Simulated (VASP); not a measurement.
# Mg (P6/mmm) in VASP: a series of runs

Aim: see how the results for Mg move with the level of theory and the settings. Levels: PBE, LDA, BLYP+D4. Tasks: single point.

Program: VASP 6.6.1. These are calculated values, not measurements. Logs are shortened: lines on timing, memory, paths and dates and some standing lists are left out, and cuts for length are marked.

## Step 1: The cell of the first run

It takes space group P6/mmm (No. 191, hexagonal). Conventional cell: a = 3.050 Å, b = 3.050 Å, c = 3.045 Å, α = 90.00°, β = 90.00°, γ = 120.00°. Mg (site symmetry 6/mmm) has 8 Mg at 3.04 to 3.05 Å within 4.0 Å.

## Step 2: Single point, PBE

Input file INCAR:

```
SYSTEM = Mg
PREC = Accurate
ENCUT = 520
EDIFF = 1E-6
ISMEAR = 0
SIGMA = 0.02
LREAL = .FALSE.
LASPH = .TRUE.
NELM = 100
ALGO = Fast
ISIF = 2
LWAVE = .FALSE.
LCHARG = .FALSE.
GGA = PE
NBANDS = 7
```

Input file KPOINTS:

```
Automatic mesh
0
G
  10 10 9
  0 0 0
```

Input file POSCAR:

```
Mg
1.0
    3.0502998005      0.0000000000      0.0000000000
   -1.5251499003      2.6416371164      0.0000000000
    0.0000000000      0.0000000000      3.0448375700
Mg
1
Direct
    0.0000000000      0.0000000000      0.0000000000
```

Potentials or basis: VASP PAW PBE potentials, release 64 (Mg).

The run is started by

```sh
$ cat potpaw_PBE.64/Mg/POTCAR > POTCAR
$ mpirun -np 1 vasp_std > vasp.out
```

OUTCAR:

```text
SYSTEM = Mg
   PREC = Accurate
   ENCUT = 520
   EDIFF = 1E-6
   ISMEAR = 0
   LREAL = .FALSE.
   LASPH = .TRUE.
   NELM = 100
   ISIF = 2
   GGA = PE

 ion  position               nearest neighbor table
   1  0.000  0.000  0.000-

  LATTYP: Found a hexagonal cell.
 ALAT       =     3.0502998005
 C/A-ratio  =     0.9982092808

  Lattice vectors:

 A1 = (   3.0502998005,   0.0000000000,   0.0000000000)
 A2 = (  -1.5251499003,   2.6416371164,   0.0000000000)
 A3 = (   0.0000000000,   0.0000000000,   3.0448375700)

Analysis of symmetry for initial positions (statically):
=====================================================================
 Subroutine PRICEL returns:
 Original cell was already a primitive cell.

 Routine SETGRP: Setting up the symmetry group for a
 hexagonal supercell.

 Subroutine GETGRP returns: Found 24 space group operations
 (whereof 24 operations were pure point group operations)
 out of a pool of 24 trial point group operations.

The static configuration has the point symmetry D_6h.

Analysis of symmetry for dynamics (positions and initial velocities):
=====================================================================
 Subroutine PRICEL returns:
 Original cell was already a primitive cell.

 Routine SETGRP: Setting up the symmetry group for a
 hexagonal supercell.

 Subroutine GETGRP returns: Found 24 space group operations
 (whereof 24 operations were pure point group operations)
 out of a pool of 24 trial point group operations.

The dynamic configuration has the point symmetry D_6h.

 Subroutine INISYM returns: Found 24 space group operations
 (whereof 24 operations are pure point group operations),
 and found     1 'primitive' translations

----------------------------------------------------------------------------------------

                                     Primitive cell

  volume of cell :      24.5346

  direct lattice vectors                    reciprocal lattice vectors
     3.050299800  0.000000000  0.000000000     0.327836628  0.189276565  0.000000000
    -1.525149900  2.641637116  0.000000000     0.000000000  0.378553130  0.000000000
     0.000000000  0.000000000  3.044837570     0.000000000  0.000000000  0.328424744

  length of vectors
     3.050299800  3.050299801  3.044837570     0.378553130  0.378553130  0.328424744

  position of ions in fractional coordinates (direct lattice)
     0.000000000  0.000000000  0.000000000

  ion indices of the primitive-cell ions
   primitive index   ion index
                 1           1

----------------------------------------------------------------------------------------

 KPOINTS: Automatic mesh

Automatic generation of k-mesh.
 Grid dimensions read from file:
 generate k-points for:   10   10    9

 Generating k-lattice:

  Cartesian coordinates                     Fractional coordinates (reciprocal lattice)
     0.032783663  0.018927657  0.000000000     0.100000000  0.000000000  0.000000000
     0.000000000  0.037855313  0.000000000     0.000000000  0.100000000  0.000000000
     0.000000000  0.000000000  0.036491638     0.000000000  0.000000000  0.111111111

  Length of vectors
     0.037855313  0.037855313  0.036491638

  Shift w.r.t. Gamma in fractional coordinates (k-lattice)
     0.000000000  0.000000000  0.000000000

 Subroutine IBZKPT returns following result:
 ===========================================

 Found     70 irreducible k-points:

 Following reciprocal coordinates:
            Coordinates               Weight
  0.000000  0.000000  0.000000      1.000000
  0.100000  0.000000  0.000000      6.000000
  0.200000  0.000000  0.000000      6.000000
  0.300000  0.000000  0.000000      6.000000
  0.400000  0.000000  0.000000      6.000000
  0.500000  0.000000  0.000000      3.000000
[... 16 lines left out ...]
  0.300000  0.100000  0.111111     24.000000
  0.400000  0.100000  0.111111     24.000000
 [... further k-points ...]
   k-points           NKPTS =     70   k-points in BZ     NKDIM =     70   number of bands    NBANDS=      7
   number of dos      NEDOS =    301   number of ions     NIONS =      1
   total plane-waves  NPLWV =  13824
   dimension x,y,z NGX =    24 NGY =   24 NGZ =   24
   dimension x,y,z NGXF=    48 NGYF=   48 NGZF=   48
   ions per type =               1
   NGX,Y,Z   is equivalent  to a cutoff of  13.08, 13.08, 13.10 a.u.
   NGXF,Y,Z  is equivalent  to a cutoff of  26.16, 26.16, 26.21 a.u.
 SYSTEM =  Mg
   PREC   = accura    normal or accurate (medium, high low for compatibility)
   ISTART =      0    job   : 0-new  1-cont  2-samecut
   ICHARG =      2    charge: 1-file 2-atom 10-const
   ISPIN  =      1    spin polarized calculation?
   LNONCOLLINEAR =      F non collinear calculations
   LSORBIT =      F    spin-orbit coupling
   LASPH  =      T    aspherical Exc in radial PAW
   ENCUT  =  520.0 eV  38.22 Ry    6.18 a.u.   5.67  5.67  5.66*2*pi/ulx,y,z
   NELM   =    100;   NELMIN=  2; NELMDL= -5     # of ELM steps
   EDIFF  = 0.1E-05   stopping-criterion for ELM
   LREAL  =      F    real-space projection
   EDIFFG = 0.1E-04   stopping-criterion for IOM
   NSW    =      0    number of steps for IOM
   IBRION =     -1    ionic relax: 0-MD 1-quasi-New 2-CG
   NFREE  =      0    steps in history (QN), initial steepest desc. (CG)
   ISIF   =      2    stress and relaxation
   ISYM   =      2    0-nonsym 1-usesym 2-fastsym
   POTIM  = 0.5000    time-step for ionic-motion
   TEBEG  =    0.0;   TEEND  =   0.0 temperature during run
   PSTRESS=    0.0 pullay stress
   NELECT =       2.0000    total number of electrons
   NUPDOWN=      -1.0000    fix difference up-down
   EMIN   =  10.00;   EMAX   =-10.00  energy-range for DOS
   EFERMI =   0.00;   METHOD = LEGACY
   ISMEAR =     0;   SIGMA  =   0.02  broadening in eV -4-tet -1-fermi 0-gaus
   EFERMI_NEDOS =   21; number of points for ismear=-14 and -15
   IALGO  =     68    algorithm
   IMIX   =      4    mixing-type and parameters
     AMIX     =   0.40;   BMIX     =  1.00
     AMIX_MAG =   1.60;   BMIX_MAG =  1.00
  volume/ion in A,a.u.               =      24.53       165.57
  Fermi-wavevector in a.u.,A,eV,Ry     =   0.709836  1.341396  6.855535  0.503868
  Thomas-Fermi vector in A             =   1.796524
   LORBIT       =      0    0 simple, 1 ext, 2 COOP (PROOUT), +10 PAW based schemes
   GGA     = PE    functional components
   LHFCALC =     F    Hartree Fock is set to
   AEXX    =    0.0000 exact exchange contribution
   IVDW    =     0    specifies the selected vdW correction
   LEPSILON=     F    determine dielectric tensor
   LRPA    =     F    only Hartree local field effects (RPA)
 non-spin polarized calculation
 RMM-DIIS sequential band-by-band and
 Gauss-broadening in eV      SIGMA  =   0.02
  energy-cutoff  :      520.00
  volume of cell :       24.53
 maximum number of plane-waves:       672
 NGX is ok and might be reduce to    24
   NGX = 11   NGY = 11   NGZ = 11

 number of electron       2.0000000 magnetization

 Free energy of the ion-electron system (eV)
  ---------------------------------------------------
  ext. energy  EPLUGINS =         0.00000000
  ---------------------------------------------------
  free energy    TOTEN  =        -1.28052829 eV

  energy without entropy =       -1.28048040  energy(sigma->0) =       -1.28050435

 E-fermi :   2.2875     XC(G=0):  -8.2649

 val. band max:        2.1464932839   @ k =   0.4000   0.1000   0.0000
 cond. band min:       2.3012668282   @ k =   0.5000   0.0000   0.3333
 fundamental gap:      0.1547735442
 Fermi energy:         2.2874975344

 k-point     1 :       0.0000    0.0000    0.0000
  band No.  band energies     occupation
      1      -4.3780      2.00000
      2      10.2702      0.00000
      3      11.0053      0.00000
      4      14.8305      0.00000
      5      14.8305      0.00000
      6      15.9246      0.00000
      7      15.9246      0.00000

 k-point     2 :       0.1000    0.0000    0.0000
  band No.  band energies     occupation
      1      -4.1620      2.00000
      2      10.1956      0.00000
      3      11.1849      0.00000
      4      12.3264      0.00000
      5      13.6778      0.00000
      6      15.6070      0.00000
      7      17.4443      0.00000

 k-point     3 :       0.2000    0.0000    0.0000
  band No.  band energies     occupation
      1      -3.5167      2.00000
      2       8.5204      0.00000
      3      10.9464      0.00000
      4      11.7245      0.00000
      5      12.4644      0.00000
      6      14.9421      0.00000
      7      19.7495      0.00000

 k-point     4 :       0.3000    0.0000    0.0000
  band No.  band energies     occupation
      1      -2.4509      2.00000
      2       5.7217      0.00000
      3      10.7972      0.00000
      4      11.5862      0.00000
      5      12.6255      0.00000
      6      15.0274      0.00000
      7      19.9468      0.00000

 k-point     5 :       0.4000    0.0000    0.0000
  band No.  band energies     occupation
      1      -0.9800      2.00000
      2       3.1488      0.00000
      3      10.6059      0.00000
      4      11.0586      0.00000
      5      13.8807      0.00000
      6      15.9680      0.00000
      7      17.6272      0.00000
[... 161 lines left out ...]
 k-point    22 :       0.2000    0.1000    0.1111
  band No.  band energies     occupation
      1      -2.6790      2.00000
      2       7.3237      0.00000
      3       8.7196      0.00000
      4      10.4162      0.00000
      5      14.7971      0.00000
      6      16.9360      0.00000
      7      19.1903      0.00000

 k-point    23 :       0.3000    0.1000    0.1111
  band No.  band energies     occupation
      1      -1.4128      2.00000
      2       4.7143      0.00000
      3       8.4752      0.00000
      4      10.8656      0.00000
      5      14.3345      0.00000
      6      16.9677      0.00000
      7      18.0109      0.00000

 k-point    24 :       0.4000    0.1000    0.1111
  band No.  band energies     occupation
      1       0.2397      2.00000
      2       2.3350      0.00077
      3       8.2148      0.00000
      4      12.1081      0.00000
      5      13.4852      0.00000
      6      15.5548      0.00000
      7      19.3438      0.00000

 [... further k-points ...]

------------------------ aborting loop because EDIFF is reached ----------------------------------------

  FORCE on cell =-STRESS in cart. coord.  units (eV):
  Direction    XX          YY          ZZ          XY          YZ          ZX
  --------------------------------------------------------------------------------------
  -------------------------------------------------------------------------------------
  Total        0.2323653      0.2323653      0.0501337     -0.0000000      0.0000000      0.0000000
  in kB       15.1740685     15.1740685      3.2738600     -0.0000000      0.0000000      0.0000000
  external PRESSURE =      11.2073323 kB  Pullay stress =       0.0000000 kB

 VOLUME and BASIS-vectors are now :
 -----------------------------------------------------------------------------
  energy-cutoff  :      520.00
  volume of cell :       24.53
      direct lattice vectors                 reciprocal lattice vectors
     3.050299800  0.000000000  0.000000000     0.327836628  0.189276565  0.000000000
    -1.525149900  2.641637116  0.000000000     0.000000000  0.378553130  0.000000000
     0.000000000  0.000000000  3.044837570     0.000000000  0.000000000  0.328424744

 POSITION                                       TOTAL-FORCE (eV/Angst)
 -----------------------------------------------------------------------------------
      0.00000      0.00000      0.00000         0.000000      0.000000      0.000000
 -----------------------------------------------------------------------------------
    total drift:                                0.000000      0.000000      0.000000

  FREE ENERGIE OF THE ION-ELECTRON SYSTEM (eV)
  ---------------------------------------------------
  free  energy   TOTEN  =        -1.2805282897 eV

  energy  without entropy=       -1.2804804036  energy(sigma->0) =       -1.28050435
```

Wall time 2.9 s (1 thread of Intel Xeon 6975P-C (Granite Rapids), shared host); peak memory 0.14 GiB.

What came out:

| Quantity | Value |
| --- | --- |
| Free energy | -1.2805 eV |
| Pressure | 1.1 GPa |
| Band gap on the k mesh | zero (band 1 reaches 4.11 eV, above the bottom of band 2 at 0.57 eV) |

## Step 3: Single point, LDA

Input file INCAR:

```
SYSTEM = Mg
PREC = Accurate
ENCUT = 520
EDIFF = 1E-6
ISMEAR = 0
SIGMA = 0.05
LREAL = .False.
LASPH = .True.
NELM = 100
ALGO = Fast
ISIF = 2
LWAVE = .False.
LCHARG = .False.
NBANDS = 7
```

Input file KPOINTS:

```
regular mesh
0
Gamma
  10 10 9
  0 0 0
```

POSCAR is that of step 2.

Potentials or basis: VASP PAW LDA potentials, release 64 (Mg).

The run is started by

```sh
$ cat potpaw_LDA.64/Mg/POTCAR > POTCAR
$ mpirun -np 1 vasp_std > vasp.out
```

Wall time 2.6 s (1 thread of Intel Xeon 6975P-C (Granite Rapids), shared host); peak memory 0.12 GiB.

It converged, with:

* Free energy: -1.5754 eV
* Pressure: -0.9 GPa
* Band gap on the k mesh: zero (band 1 reaches 3.93 eV, above the bottom of band 2 at 0.43 eV)

Stress tensor (GPa, compression positive):
```
-0.66  0.00  0.00
 0.00 -0.66  0.00
 0.00  0.00 -1.30
```

Levels at points of the mesh, in eV from the Fermi level:
| k point | band 1 | band 2 | band 3 | band 4 |
| --- | --- | --- | --- | --- |
| (0.00, 0.00, 0.00) | -6.62 | 8.00 | 8.67 | 12.53 |
| (0.50, 0.00, 0.00) | -1.53 | -1.19 | 8.23 | 8.55 |

## Step 4: Single point, BLYP+D4

This run uses another cell than the first one, of 24.94 Å³/atom, 1.016 times its volume.

Input file INCAR:

```
  PREC = Accurate
  ENCUT = 520
  EDIFF = 1E-7
  ISMEAR = 1
  SIGMA = 0.2
  LREAL = False
  LASPH = True
  NELM = 60
  ALGO = Normal
  ISIF = 2
  LWAVE = False
  LCHARG = False
  GGA = B5
  ALDAX = 1.0
  AGGAX = 1.0
  AGGAC = 1.0
  ALDAC = 0.0
  IVDW = 13
  VDW_S6 = 1.0
  VDW_S8 = 2.34076671
  VDW_A1 = 0.44488865
  VDW_A2 = 4.0933009
  NBANDS = 7
```

Input file KPOINTS:

```
regular mesh
0
Gamma
  10 10 9
```

Input file POSCAR:

```
Mg
1.0
    3.0632885546      0.0000000000      0.0000000000
   -1.5316442773      2.6528857074      0.0000000000
    0.0000000000      0.0000000000      3.0686369373
Mg
1
Direct
    0.0000000000      0.0000000000      0.0000000000
```

Potentials or basis: VASP PAW PBE potentials, release 64 (Mg).

The run is started by

```sh
$ cat potpaw_PBE.64/Mg/POTCAR > POTCAR
$ mpirun -np 1 vasp_std > vasp.out
```

Wall time 6.1 s (1 thread of Intel Xeon 6975P-C (Granite Rapids), shared host); peak memory 0.14 GiB.

The run converged. Its results:

* Free energy: -0.8559 eV
* Pressure: 0.0 GPa
* Band gap on the k mesh: zero (band 1 reaches 4.41 eV, above the bottom of band 2 at 1.01 eV)
* Dispersion energy per atom: -0.285 eV

Levels at points of the mesh, in eV from the Fermi level:
```csv
k point,band 1,band 2,band 3,band 4
"(0.00, 0.00, 0.00)",-6.53,7.92,8.52,12.52
"(0.50, 0.00, 0.00)",-1.44,-1.17,8.18,8.53
```

Caveat: the PAW data sets were made with another functional, which shifts forces and pressure a little; pairwise dispersion overbinds metals, which lowers pressure and volume.

## Step 5: Summary

```tsv
level	potentials or basis	cell	smearing	gap on the mesh (eV)	pressure (GPa)
PBE	VASP PAW PBE potentials, release 64 (Mg)	a = 3.050, b = 3.050, c = 3.045 Å, angles 90.0, 90.0, 120.0°, 1 atom	gaussian 0.02 eV	none	1.1
LDA	VASP PAW LDA potentials, release 64 (Mg)	a = 3.050, b = 3.050, c = 3.045 Å, angles 90.0, 90.0, 120.0°, 1 atom	gaussian 0.05 eV	none	-0.9
BLYP+D4	VASP PAW PBE potentials, release 64 (Mg)	a = 3.063, b = 3.063, c = 3.069 Å, angles 90.0, 90.0, 120.0°, 1 atom	methfessel-paxton 0.2 eV	none	0.0
```

Alike in all rows: task single point; no spin polarisation; k mesh 10 × 10 × 9; cutoff (eV) 520.

Caveats: the PAW data sets were made with another functional, which shifts forces and pressure a little (some runs); pairwise dispersion overbinds metals, which lowers pressure and volume (some runs).

Total energies depend on the potentials used, so only differences within one code and one set of settings carry meaning.
